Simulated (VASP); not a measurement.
# CO2 in VASP: a series of runs, part 2 of 2

VASP 6.6.1. Earlier steps stand in the parts before.

### Step 5. Single point, PBE (atoms moved at random)

The input, INCAR:

```
SYSTEM = CO2
PREC = Accurate
ENCUT = 520
EDIFF = 1E-6
ISMEAR = -1
SIGMA = 0.05
LREAL = .FALSE.
LASPH = .TRUE.
NELM = 60
ALGO = Normal
ISIF = 2
LWAVE = .FALSE.
LCHARG = .TRUE.
GGA = PE
LELF = .TRUE.
LVHAR = .TRUE.
NBANDS = 25
```

The input, KPOINTS:

```
Automatic mesh
0
G
  9 9 9
  0 0 0
```

The input, POSCAR:

```
CO2
1.0
   -1.9747270000      1.9747270000      3.0140580000
    1.9747270000     -1.9747270000      3.0140580000
    1.9747270000      1.9747270000     -3.0140580000
O C
4 2
Direct
    0.8805440000      0.9748830000      0.5871240000
    0.3770350000      0.2936920000      0.4197770000
    0.0450550000      0.6225340000      0.9122310000
    0.6971300000      0.1229800000      0.0922510000
    0.0130470000      0.0056720000      0.0048380000
    0.7394240000      0.2540900000      0.4906810000
```

Potentials or basis: VASP PAW PBE potentials, release 64 (O, C).

The run is started by

```sh
$ cat potpaw_PBE.64/O/POTCAR potpaw_PBE.64/C/POTCAR > POTCAR
$ mpirun -np 1 vasp_std > vasp.out
```

OUTCAR:

```text
SYSTEM = CO2
   PREC = Accurate
   ENCUT = 520
   EDIFF = 1E-6
   ISMEAR = -1
   LREAL = .FALSE.
   LASPH = .TRUE.
   NELM = 60
   ISIF = 2
   GGA = PE

 ion  position               nearest neighbor table
   1  0.881  0.975  0.587-   6 1.40   5 1.42
   2  0.377  0.294  0.420-   6 1.37   5 1.38
   3  0.045  0.623  0.912-   6 1.41   5 1.42
   4  0.697  0.123  0.092-   6 1.33   5 1.51
   5  0.013  0.006  0.005-   2 1.38   3 1.42   1 1.42   4 1.51
   6  0.739  0.254  0.491-   4 1.33   2 1.37   1 1.40   3 1.41

  LATTYP: Found a body centered tetragonal cell.
 ALAT       =     3.9494540000
 C/A-ratio  =     1.5263162959

  Lattice vectors:

 A1 = (  -1.9747270000,   1.9747270000,   3.0140580000)
 A2 = (   1.9747270000,  -1.9747270000,   3.0140580000)
 A3 = (   1.9747270000,   1.9747270000,  -3.0140580000)

Analysis of symmetry for initial positions (statically):
=====================================================================
 Subroutine PRICEL returns:
 Original cell was already a primitive cell.

 Routine SETGRP: Setting up the symmetry group for a
 body centered tetragonal supercell.

 Subroutine GETGRP returns: Found  1 space group operations
 (whereof  1 operations were pure point group operations)
 out of a pool of 16 trial point group operations.

The static configuration has the point symmetry C_1 .

Analysis of symmetry for dynamics (positions and initial velocities):
=====================================================================
 Subroutine PRICEL returns:
 Original cell was already a primitive cell.

 Routine SETGRP: Setting up the symmetry group for a
 body centered tetragonal supercell.

 Subroutine GETGRP returns: Found  1 space group operations
 (whereof  1 operations were pure point group operations)
 out of a pool of 16 trial point group operations.

[... 120 lines left out ...]
   NUPDOWN=      -1.0000    fix difference up-down
   EMIN   =  10.00;   EMAX   =-10.00  energy-range for DOS
   EFERMI =   0.00;   METHOD = LEGACY
   ISMEAR =    -1;   SIGMA  =   0.05  broadening in eV -4-tet -1-fermi 0-gaus
   EFERMI_NEDOS =   21; number of points for ismear=-14 and -15
   IALGO  =     38    algorithm
   IMIX   =      4    mixing-type and parameters
     AMIX     =   0.40;   BMIX     =  1.00
     AMIX_MAG =   1.60;   BMIX_MAG =  1.00
  volume/ion in A,a.u.               =       7.84        52.88
  Fermi-wavevector in a.u.,A,eV,Ry     =   1.440068  2.721333 28.215694  2.073795
  Thomas-Fermi vector in A             =   2.558853
   LORBIT       =      0    0 simple, 1 ext, 2 COOP (PROOUT), +10 PAW based schemes
   GGA     = PE    functional components
   LHFCALC =     F    Hartree Fock is set to
   AEXX    =    0.0000 exact exchange contribution
   IVDW    =     0    specifies the selected vdW correction
   LEPSILON=     F    determine dielectric tensor
   LRPA    =     F    only Hartree local field effects (RPA)
 non-spin polarized calculation
  energy-cutoff  :      520.00
  volume of cell :       47.01
 maximum number of plane-waves:      1307
   NGX = 15   NGY = 15   NGZ = 15

 number of electron      31.9999999 magnetization

 Free energy of the ion-electron system (eV)
  ---------------------------------------------------
  ext. energy  EPLUGINS =         0.00000000
  ---------------------------------------------------
  free energy    TOTEN  =       -43.16678849 eV

  energy without entropy =      -43.16678849  energy(sigma->0) =      -43.16678849

 E-fermi :   3.2131     XC(G=0): -11.0601

 val. band max:        2.1949635076   @ k =  -0.4444   0.4444   0.4444
 cond. band min:       9.4164110223   @ k =   0.2222  -0.1111   0.2222
 fundamental gap:      7.2214475147
 Fermi energy:         3.2131398399

 k-point     1 :       0.0000    0.0000    0.0000
  band No.  band energies     occupation
      1     -21.9095      2.00000
      2     -17.0983      2.00000
      3     -16.7002      2.00000
      4     -16.0597      2.00000
      5     -12.3050      2.00000
      6      -7.5967      2.00000
[... 661 lines left out ...]
     24      17.0135      0.00000
     25      17.3677      0.00000

 [... further k-points ...]
[... 5 lines left out ...]
  --------------------------------------------------------------------------------------
  -------------------------------------------------------------------------------------
  Total        1.1889000      1.2238796      0.5043109      0.8078173     -0.1251661      0.1156797
  in kB       40.5163392     41.7084015     17.1863324     27.5294806     -4.2655177      3.9422321
  external PRESSURE =      33.1370244 kB  Pullay stress =       0.0000000 kB

 VOLUME and BASIS-vectors are now :
 -----------------------------------------------------------------------------
  energy-cutoff  :      520.00
  volume of cell :       47.01
      direct lattice vectors                 reciprocal lattice vectors
    -1.974727000  1.974727000  3.014058000     0.000000000  0.253199556  0.165889309
     1.974727000 -1.974727000  3.014058000     0.253199556  0.000000000  0.165889309
     1.974727000  1.974727000 -3.014058000     0.253199556  0.253199556  0.000000000

 POSITION                                       TOTAL-FORCE (eV/Angst)
 -----------------------------------------------------------------------------------
      1.34570      0.97312      3.82274        -0.015996      1.449572     -1.787559
      0.66437      0.99352      0.75638         0.726425     -0.734060     -0.691628
      2.94177      0.66104     -0.73737         1.422281     -0.633389      0.955630
     -0.95162      1.31596      2.19381        -2.333636     -0.838840      2.368492
     -0.00501      0.02412      0.04184        -0.085901     -0.951633     -1.018602
      0.01056      1.92736      1.51557         0.286826      1.708351      0.173667
 -----------------------------------------------------------------------------------
    total drift:                               -0.000028      0.000281     -0.000281

  FREE ENERGIE OF THE ION-ELECTRON SYSTEM (eV)
  ---------------------------------------------------
  free  energy   TOTEN  =       -43.1667884855 eV

  energy  without entropy=      -43.1667884854  energy(sigma->0) =      -43.16678849
```

Run time: 5.2 min. Hardware: 1 thread of Intel Xeon Platinum 8259CL at 2.50GHz (Skylake/Cascade Lake), shared host; peak memory 0.42 GiB.

Results:

| Item | Value |
| --- | --- |
| Free energy | -43.1668 eV |
| Pressure | 3.3 GPa |
| Largest force | 3.429 eV/Å |
| Band gap on the k mesh | 7.22 eV (least direct gap 7.48 eV) |

Forces on the atoms (eV/Å):
```
O   -0.016  1.450 -1.788
O    0.726 -0.734 -0.692
O    1.422 -0.633  0.956
O   -2.334 -0.839  2.368
C   -0.086 -0.952 -1.019
C    0.287  1.708  0.174
```

Levels at points of the mesh, in eV from the valence-band top:
```csv
k point,band 13,band 14,band 15,band 16,band 17,band 18,band 19,band 20
"(0.00, 0.00, 0.00)",-1.18,-1.00,-0.77,-0.52,7.35,8.39,8.99,9.43
```

Caveat: the cell differs from its parent crystal (atoms moved at random); the cell stands under pressure; forces of over 1 eV/Å act on the atoms, so gaps and moduli don't describe the material at rest.

### Step 6. Single point, PBEsol

This run uses another cell than the first one, of 8.15 Å³/atom.

The input, INCAR:

```
SYSTEM = CO2
PREC = Accurate
ENCUT = 1340
EDIFF = 1E-6
ISMEAR = -1
SIGMA = 0.05
LREAL = .False.
LASPH = .True.
NELM = 120
ALGO = Normal
ISIF = 2
LWAVE = .False.
LCHARG = .True.
GGA = PS
LELF = .True.
LVHAR = .True.
NBANDS = 25
GGA_COMPAT = .False.
```

The input, KPOINTS:

```
regular mesh
0
Gamma
  8 8 8
  0 0 0
```

The input, POSCAR:

```
CO2
1.0
   -1.9747270000      1.9747270000      3.1346203200
    1.9747270000     -1.9747270000      3.1346203200
    1.9747270000      1.9747270000     -3.1346203200
O C
4 2
Direct
    0.8750000000      0.9597980000      0.5847980000
    0.3750000000      0.2902020000      0.4152020000
    0.0402020000      0.6250000000      0.9152020000
    0.7097980000      0.1250000000      0.0847980000
    0.0000000000      0.0000000000      0.0000000000
    0.7500000000      0.2500000000      0.5000000000
```

Potentials or basis: VASP PAW PBE potentials, release 64 (O_h, C_h).

The run is started by

```sh
$ cat potpaw_PBE.64/O_h/POTCAR potpaw_PBE.64/C_h/POTCAR > POTCAR
$ mpirun -np 1 vasp_std > vasp.out
```

OUTCAR:

```text
SYSTEM = CO2
   PREC = Accurate
   ENCUT = 1340
   EDIFF = 1E-6
   ISMEAR = -1
   LREAL = .False.
   LASPH = .True.
   NELM = 120
   ISIF = 2
   GGA = PS

 ion  position               nearest neighbor table
   1  0.875  0.960  0.585-   5 1.42   6 1.42
   2  0.375  0.290  0.415-   5 1.42   6 1.42
   3  0.040  0.625  0.915-   5 1.42   6 1.42
   4  0.710  0.125  0.085-   5 1.42   6 1.42
   5  0.000  0.000  0.000-   1 1.42   2 1.42   3 1.42   4 1.42
   6  0.750  0.250  0.500-   1 1.42   2 1.42   3 1.42   4 1.42
[... 880 lines left out ...]
  -------------------------------------------------------------------------------------
  Total       -3.8553247     -3.8553247     -6.2372177      0.0000000      0.0000000      0.0000000
  in kB     -126.3317403   -126.3317403   -204.3818951      0.0000000      0.0000000      0.0000000
  external PRESSURE =    -152.3484586 kB  Pullay stress =       0.0000000 kB

 VOLUME and BASIS-vectors are now :
 -----------------------------------------------------------------------------
  energy-cutoff  :     1340.00
  volume of cell :       48.89
      direct lattice vectors                 reciprocal lattice vectors
    -1.974727000  1.974727000  3.134620320     0.000000000  0.253199556  0.159508951
     1.974727000 -1.974727000  3.134620320     0.253199556  0.000000000  0.159508951
     1.974727000  1.974727000 -3.134620320     0.253199556  0.253199556  0.000000000

 POSITION                                       TOTAL-FORCE (eV/Angst)
 -----------------------------------------------------------------------------------
      1.32227      0.98736      3.91828         0.493424     -0.000000      0.000000
      0.65246      0.98736      0.78366        -0.493424     -0.000000     -0.000000
      2.96209      0.65246     -0.78366         0.000000     -0.493424     -0.000000
     -0.98736      1.32227      2.35097         0.000000      0.493424      0.000000
      0.00000      0.00000      0.00000         0.000000     -0.000000     -0.000000
     -0.00000      1.97473      1.56731         0.000000     -0.000000      0.000000
 -----------------------------------------------------------------------------------
    total drift:                                0.000000      0.000000      0.000000

  FREE ENERGIE OF THE ION-ELECTRON SYSTEM (eV)
  ---------------------------------------------------
  free  energy   TOTEN  =       -46.2075934583 eV

  energy  without entropy=      -46.2075934583  energy(sigma->0) =      -46.20759346
```

stdout:

```text
POSCAR found type information on POSCAR O C
 POSCAR found :  2 types and       6 ions
 scaLAPACK will be used
 -----------------------------------------------------------------------------
|                                                                             |
|                                                                             |
|     You enforced a specific xc type in the INCAR file but a different       |
|     I HOPE YOU KNOW WHAT YOU ARE DOING!                                     |
|                                                                             |
 -----------------------------------------------------------------------------

 LDA part: xc-table for (Slater+PW92), standard interpolation
 POSCAR, INCAR and KPOINTS ok, starting setup
 FFT: planning ... GRIDC
 FFT: planning ... GRID_SOFT
 FFT: planning ... GRID
 WAVECAR not read
 entering main loop
```

It took 6 min on 1 thread of Intel Xeon Platinum 8259CL at 2.50GHz (Skylake/Cascade Lake), shared host; peak memory 0.47 GiB.

Results:

```yaml
Free_energy: -46.2076 eV
Pressure: -15.2 GPa
Largest_force: 0.493 eV/Å
Band_gap_on_the_k_mesh: 7.32 eV (least direct gap 7.65 eV)
```

Forces on the atoms (eV/Å):
```
O    0.493  0.000  0.000
O   -0.493  0.000  0.000
O    0.000 -0.493  0.000
O    0.000  0.493  0.000
C    0.000  0.000  0.000
C    0.000  0.000  0.000
```

Caveat: the stress differs along the axes, from -20 to -13 GPa; the PAW data sets were made with another functional, which shifts forces and pressure a little. A k mesh can miss the band edges.

### Step 7. The runs side by side

| level | potentials or basis | cell | k mesh | cutoff (eV) | gap on the mesh (eV) | pressure (GPa) | largest force (eV/Å) |
| --- | --- | --- | --- | --- | --- | --- | --- |
| PBEsol | VASP PAW PBE potentials, release 64 (O_h, C_h) | a = 3.911 Å, angles 124.6, 124.6, 82.2°, 6 atoms, atomic positions A | 9 × 9 × 9 | 1340 | 7.49 | 30.1 | 0.03 |
| PBEsol | VASP PAW PBE potentials, release 64 (O_h, C_h) | a = 4.026 Å, angles 122.7, 122.7, 85.4°, 6 atoms, atomic positions B | 9 × 9 × 9 | 1340 | 7.67 | 5.0 | 0.03 |
| PBEsol | VASP PAW PBE potentials, release 64 (O_h, C_h) | a = 4.131 Å, angles 122.9, 122.9, 85.1°, 6 atoms, atomic positions C | 8 × 8 × 8 | 1340 | 7.55 | -8.9 | 0.27 |
| PBE | VASP PAW PBE potentials, release 64 (O, C) | a = 4.109 Å, angles 122.6, 122.6, 85.6°, 6 atoms, atomic positions D | 9 × 9 × 9 | 520 | 7.22 | 3.3 | 3.43 |
| PBEsol | VASP PAW PBE potentials, release 64 (O_h, C_h) | a = 4.198 Å, angles 123.9, 123.9, 83.4°, 6 atoms, atomic positions C | 8 × 8 × 8 | 1340 | 7.32 | -15.2 | 0.49 |

Alike in all rows: task single point; no spin polarisation; smearing fermi-dirac 0.05 eV.

Caveats: the PAW data sets were made with another functional, which shifts forces and pressure a little (at least some runs); the cell stands under pressure (at least some runs); the cell stands under tension (at least some runs); forces of over 1 eV/Å act on the atoms, so gaps and moduli don't describe the material at rest (at least some runs); the stress differs along the axes, from -20 to -13 GPa (at least some runs).

Total energies depend on the potentials used, so only differences within one code and one set of settings carry meaning.
